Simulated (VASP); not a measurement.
# CoO: single point with PBEsol

The system is CoO, a slab with vacuum.

```
O Co
1.0
     2.94645    0.00000    0.00000
    -1.47323    2.55170    0.00000
     0.00000    0.00000   25.42019
O Co
4 4
Direct
  0.33333 0.66667 0.33438
  0.00000 0.00000 0.42902
  0.66667 0.33333 0.52410
  0.33333 0.66667 0.62133
  0.66667 0.33333 0.38170
  0.33333 0.66667 0.47634
  0.00000 0.00000 0.57024
  0.66667 0.33333 0.66056
```

```
Program                : VASP 6.6.1
Task                   : single point
Functional             : PBEsol
Potentials or basis    : VASP PAW PBE potentials, release 64 (O, Co)
Cutoff                 : 520 eV
k mesh                 : 12 × 12 × 1
Occupations            : gaussian, width 0.1 eV
Spin                   : collinear spin, ferromagnetic start
Starting moments       : [0.32, 0.32, 0.32, 0.32, 2.57, 2.57, 2.57, 2.57] μB
Dipole correction      : yes
Further INCAR settings : ALGO = Normal; EDIFF = 1e-06; NBANDS = 44
```

* Largest force: 4.722 eV/Å
* Net moment: 8.19 μB per cell
* Site moments: O +0.10, +0.11, +0.30, +0.31; Co +0.15, +2.43, +2.48, +2.23 μB
* Valence electrons inside the program's atomic spheres: O 4.74, 4.96, 4.99, 4.98; Co 7.93, 7.92, 7.94 (each value once)

Forces on the atoms (eV/Å):
```
O    0.000  0.000  4.722
O    0.000  0.000 -0.720
O    0.000  0.000  0.010
O    0.000  0.000  0.044
Co   0.000  0.000 -4.112
Co   0.000  0.000  0.111
Co   0.000  0.000 -0.009
Co   0.000  0.000 -0.046
```

Levels at points of the mesh, in eV from the Fermi level:
Spin up:
| k point | band 31 | band 32 | band 33 | band 34 | band 35 | band 36 | band 37 | band 38 |
| --- | --- | --- | --- | --- | --- | --- | --- | --- |
| (0.00, 0.00, 0.00) | -0.92 | -0.91 | -0.64 | -0.11 | -0.11 | 1.08 | 1.08 | 2.15 |
| (0.50, 0.00, 0.00) | -0.67 | -0.59 | -0.34 | -0.34 | 0.98 | 1.06 | 4.14 | 4.59 |
Spin down:
| k point | band 22 | band 23 | band 24 | band 25 | band 26 | band 27 | band 28 | band 29 | band 30 | band 31 |
| --- | --- | --- | --- | --- | --- | --- | --- | --- | --- | --- |
| (0.00, 0.00, 0.00) | -0.97 | -0.66 | -0.53 | -0.53 | -0.16 | -0.12 | -0.12 | -0.01 | -0.01 | 0.18 |
| (0.50, 0.00, 0.00) | -0.20 | -0.12 | -0.10 | 0.04 | 0.05 | 0.15 | 0.18 | 0.23 | 0.32 | 0.70 |

Run time: 37 min on 1 thread of Intel Xeon 8259CL (shared host), peak memory 0.56 GiB.

Caveat: the PAW data sets were made with another functional, which shifts forces and pressure a little; semilocal functionals often make such compounds metallic where correlation or magnetic order opens a gap, which also shifts bond lengths. With open d or f shells a metallic result of PBEsol can be an artefact of self-interaction; +U or a hybrid may open a gap.
